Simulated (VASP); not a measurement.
Input of a VASP 6.6.1 run:

Contents of INCAR:

```
ALGO     = Normal         # electronic algorithm
EDIFF    = 1E-6           # SCF threshold, eV
ENCUT    = 520            # plane-wave cutoff, eV
GGA      = PS             # functional
ISIF     = 2              # what is computed and relaxed
ISMEAR   = -1             # smearing method
ISPIN    = 2              # spin polarisation
IVDW     = 12             # dispersion correction
LASPH    = True           # aspherical terms in the spheres
LCHARG   = False          # write CHGCAR
LMAXMIX  = 4              # l up to which the mixer works
LORBIT   = 11             # projections on sites
LREAL    = False          # projectors in reciprocal space
LWAVE    = False          # write WAVECAR
MAGMOM   = 4 4 4 4 0 0 0 0 0 0 0 0 # initial moments
NBANDS   = 66             # bands
NELM     = 150            # most SCF steps
PREC     = Accurate       # precision mode
SIGMA    = 0.05           # smearing width, eV
```

Contents of KPOINTS:

```
k-points
0
Gamma
  6 6 6
```

The input POSCAR:

```
MnO2
1.0
    0.0000000000      3.9874634236      3.9874634236
    3.9874634236      0.0000000000      3.9874634236
    3.9874634236      3.9874634236      0.0000000000
Mn O
4 8
Direct
    0.1250000000      0.1250000000      0.1250000000
    0.1250000000      0.1250000000      0.6250000000
    0.6250000000      0.1250000000      0.1250000000
    0.1250000000      0.6250000000      0.1250000000
    0.3616128092      0.3616128092      0.3616128092
    0.3616128092      0.3616128092      0.9151615724
    0.9151615724      0.3616128092      0.3616128092
    0.3616128092      0.9151615724      0.3616128092
    0.8883871908      0.8883871908      0.3348384276
    0.8883871908      0.8883871908      0.8883871908
    0.8883871908      0.3348384276      0.8883871908
    0.3348384276      0.8883871908      0.8883871908
```

Potentials or basis: VASP PAW PBE potentials, release 64 (Mn_pv, O).

Command:

```console
$ cat potpaw_PBE.64/Mn_pv/POTCAR potpaw_PBE.64/O/POTCAR > POTCAR
$ mpirun -np 1 vasp_std > vasp.out
```

What does it give for the pressure?

0.7 GPa.

What does it give for the largest force?

0.089 eV/Å.

Predict the net moment.

11.99 μB per cell.

Predict the dispersion energy per atom.

-0.111 eV.

Forces on the atoms (eV/Å):
```
Mn   0.000  0.000  0.000
Mn   0.000  0.000  0.000
Mn   0.000  0.000  0.000
Mn   0.000  0.000  0.000
O    0.052  0.052  0.052
O   -0.052 -0.052  0.052
O    0.052 -0.052 -0.052
O   -0.052  0.052 -0.052
O    0.052  0.052 -0.052
O   -0.052 -0.052 -0.052
O    0.052 -0.052  0.052
O   -0.052  0.052  0.052
```

Caveat: three body term missing; the PAW data sets were made with another functional, which shifts forces and pressure a little; the run started ferromagnetic, and an antiferromagnetic order may lie lower in energy.
